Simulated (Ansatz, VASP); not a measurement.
**CuSi12 in VASP and in Ansatz**

```
Si Cu
1.0
     6.70304    0.00000    0.00000
    -3.35152    5.80500    0.00000
     0.00000    0.00000    6.49369
Si Cu
12 1
Direct
  0.66667 0.66667 0.74947
  0.33333 0.00000 0.74947
  0.00000 0.33333 0.74947
  0.00000 0.66667 0.81723
  0.66667 0.00000 0.81723
  0.33333 0.33333 0.81723
  0.00000 0.66667 0.18277
  0.66667 0.00000 0.18277
  0.33333 0.33333 0.18277
  0.66667 0.66667 0.25053
  0.33333 0.00000 0.25053
  0.00000 0.33333 0.25053
  0.00000 0.00000 0.00000
```

Alike in both runs: task single point; functional PBE; dispersion D3(BJ); k mesh 3 × 3 × 4; occupations gaussian, width 0.1 eV; no spin polarisation.

|  | VASP | Ansatz |
| --- | --- | --- |
| version | VASP 6.6.1 | Ansatz 0.2.0 |
| potentials or method | VASP PAW PBE potentials, release 64 (Si, Cu), cutoff 520 eV | scalar-relativistic, plane waves, PAW |
| valence electrons in the cell | 59 | 67 |

```csv
,VASP,Ansatz,Ansatz less VASP
gap on the k mesh at the Fermi level (eV),none,none,-
pressure (GPa),5.2,5.2,+0.08
"traceless stress, the component that is largest in VASP (GPa)",-3.56,-3.61,-0.048
rms of the force components (eV/Å),0.938,0.938,+0.0004
```

Atom by atom the forces differ by 0.003 eV/Å (rms over components). A gap of «none» marks a metal or a gap that the smearing closes. VASP's potentials hold 59 valence electrons a cell and Ansatz's 67, so a difference there can come from the potentials and not from the codes.

The k mesh is coarse, so the values compare programs but aren't converged.
